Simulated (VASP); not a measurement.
Input of a VASP 6.6.1 run:

Contents of INCAR:

```
PREC = Accurate
ENCUT = 500
EDIFF = 1E-6
ISMEAR = 0
SIGMA = 0.01
LREAL = False
LASPH = True
NELM = 120
ALGO = Normal
ISIF = 2
LWAVE = False
LCHARG = False
GGA = PE
NBANDS = 16
GGA_COMPAT = False
```

KPOINTS

```
Automatic mesh
0
Gamma
  6 6 6
```

POSCAR

```
GaAs
1.0
    0.0000000000      2.9285873756      2.9285873756
    2.9285873756      0.0000000000      2.9285873756
    2.9285873756      2.9285873756      0.0000000000
Ga As
1 1
Direct
    0.0000000000      0.0000000000      0.0000000000
    0.2500000000      0.2500000000      0.2500000000
```

Potentials or basis: VASP PAW PBE potentials, release 64 (Ga_d, As).

Command:

```console
$ cat potpaw_PBE.64/Ga_d/POTCAR potpaw_PBE.64/As/POTCAR > POTCAR
$ mpirun -np 1 vasp_std > vasp.out
```

(1) What does it give for the band gap on the k mesh?

(2) Estimate the pressure.

## Answers

(1) zero (filled and empty bands touch).

(2) -2.8 GPa.
